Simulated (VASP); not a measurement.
Wanted: the native input for a VASP 6.6.1 run.

- Task: single point
- Functional: PBE
- Potentials or basis: VASP PAW PBE potentials, release 64 (Y_sv)
- Cutoff: 520 eV
- k mesh: 12 × 12 × 12
- Occupations: fermi-dirac, width 0.08 eV
- Spin: no spin polarisation
- Dipole correction: no
- Further INCAR settings: ALGO = Normal; EDIFF = 1e-07; NBANDS = 12

The structure of Y lies in POSCAR:

```
Y
1.0
    2.6269295522      0.0000000000      0.0000000000
    0.0000000000      2.6269295522      0.0000000000
    0.0000000000      0.0000000000      2.6269295522
Y
1
Direct
    0.0000000000      0.0000000000      0.0000000000
```

This cell differs from its parent crystal: volume scaled by 0.52.

These files were run (other wordings do the same):

INCAR

```
PREC = Accurate
ENCUT = 520
EDIFF = 1E-7
ISMEAR = -1
SIGMA = 0.08
LREAL = F
LASPH = T
NELM = 60
ALGO = Normal
ISIF = 2
LWAVE = F
LCHARG = T
GGA = PE
LELF = T
LVHAR = T
NBANDS = 12
```

KPOINTS

```
Automatic mesh
0
Gamma
  12 12 12
```

Potentials or basis: VASP PAW PBE potentials, release 64 (Y_sv).

Run with:

```bash
$ cat potpaw_PBE.64/Y_sv/POTCAR > POTCAR
$ mpirun -np 1 vasp_std > vasp.out
```

Results of the run:

```json
{
 "Pressure": "54.6 GPa"
}
```

It took 11 s on 1 thread of Intel(R) Xeon(R) Platinum 8559C (Emerald Rapids), on a shared host, peak memory 0.14 GiB.
